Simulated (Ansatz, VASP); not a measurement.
One calculation of K, two programs

Contents of INCAR:

```
  PREC = Accurate
  ENCUT = 520
  EDIFF = 1E-6
  ISMEAR = 0
  SIGMA = 0.15
  LREAL = F
  LASPH = T
  NELM = 80
  ALGO = Fast
  ISIF = 2
  LWAVE = F
  LCHARG = T
  GGA = PS
  LELF = T
  LVHAR = T
  NBANDS = 10
```

Contents of KPOINTS:

```
regular mesh
0
Gamma
  14 14 14
```

The input POSCAR:

```
K
1.0
   -2.8440557675      2.8440557675      2.2183634987
    2.8440557675     -2.8440557675      2.2183634987
    2.8440557675      2.8440557675     -2.2183634987
K
1
Direct
    0.0000000000      0.0000000000      0.0000000000
```

Input for Ansatz:

```yaml
crystal:
  lattice:
    - [-2.8440557675, 2.8440557675, 2.2183634987]
    - [2.8440557675, -2.8440557675, 2.2183634987]
    - [2.8440557675, 2.8440557675, -2.2183634987]
  atoms:
    - { symbol: K, position: [0.0, 0.0, 0.0] }
basis:
  ecutwfc: 420
kpoints:
  mp_grid: { grid: [14, 14, 14] }
hamiltonian:
  xc: pbesol
scf:
  occupations: { method: gaussian, width: 0.15 }
output:
  forces: true
  stress: true
  eigenvalues: true
```

Alike in both runs: task single point; functional PBEsol; k mesh 14 × 14 × 14; occupations gaussian, width 0.15 eV; no spin polarisation.

|  | VASP | Ansatz |
| --- | --- | --- |
| version | VASP 6.6.1 | Ansatz 0.2.0 |
| potentials or method | VASP PAW PBE potentials, release 64 (K_sv), cutoff 520 eV | scalar-relativistic, plane waves, PAW |
| valence electrons in the cell | 9 | 9 |

```csv
,VASP,Ansatz,Ansatz less VASP
gap on the k mesh at the Fermi level (eV),none,none,-
pressure (GPa),0.0,0.0,+0.01
"traceless stress, the component that is largest in VASP (GPa)",0.41,0.41,0.000
```

VASP's potentials were made for PBE, not for PBEsol. A gap of «none» marks a metal or a gap that the smearing closes.
